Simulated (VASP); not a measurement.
Write the native input for VASP 6.6.1 that does the following.

```
Task                   : electric field gradients
Functional             : LDA
Potentials or basis    : VASP PAW LDA potentials, release 64 (Ta_sv_GW, N)
Cutoff                 : 520 eV
k mesh                 : 5 × 5 × 8
Occupations            : fermi-dirac, width 0.03 eV
Spin                   : no spin polarisation
Dipole correction      : no
Further INCAR settings : ALGO = Normal; EDIFF = 1e-08; NBANDS = 36
```

The structure of TaN lies in POSCAR:

```
TaN
1.0
    5.2866917255      0.0000000000      0.0000000000
   -2.6433458627      4.5784093362      0.0000000000
    0.0000000000      0.0000000000      2.9650340876
Ta N
3 3
Direct
    0.0000000000      0.0000000000      0.0000000000
    0.3333333333      0.6666666667      0.5000000000
    0.6666666667      0.3333333333      0.5000000000
    0.5000000000      0.0000000000      0.0000000000
    0.5000000000      0.5000000000      0.0000000000
    0.0000000000      0.5000000000      0.0000000000
```

The input as run:

INCAR

```
PREC     = Accurate       # precision mode
ENCUT    = 520            # plane-wave cutoff, eV
EDIFF    = 1E-8           # SCF threshold, eV
ISMEAR   = -1             # smearing method
SIGMA    = 0.03           # smearing width, eV
LREAL    = False          # projectors in reciprocal space
LASPH    = True           # aspherical terms in the spheres
NELM     = 120            # most SCF steps
ALGO     = Normal         # electronic algorithm
ISIF     = 2              # what is computed and relaxed
LWAVE    = False          # write WAVECAR
LCHARG   = False          # write CHGCAR
LEFG     = True         
NBANDS   = 36             # bands
GGA_COMPAT= False
```

KPOINTS

```
Automatic mesh
0
Gamma
  5 5 8
```

Potentials or basis: VASP PAW LDA potentials, release 64 (Ta_sv_GW, N).

Run with:

```sh
$ cat potpaw_LDA.64/Ta_sv_GW/POTCAR potpaw_LDA.64/N/POTCAR > POTCAR
$ mpirun -np 1 vasp_std > vasp.out
```

It gave:

* Pressure: -20.6 GPa
* Band gap on the k mesh: zero (bands 27 and 28 overlap by 1.95 eV)
* Largest electric field gradient by atom: Ta -403.8, -355.1 (each value once); N +31.1 V/Å²

Caveat: the stress differs along the axes, from -26 to -18 GPa; without QUAD_EFG the Cq values of the log hold for a quadrupole moment of 1 mb, not for the nuclei; spin-orbit coupling is left out, which moves the levels of the heavy elements.

Run time: 2.2 min on 1 thread of Intel(R) Xeon(R) 6975P-C (Granite Rapids) (shared host), peak memory 0.19 GiB.
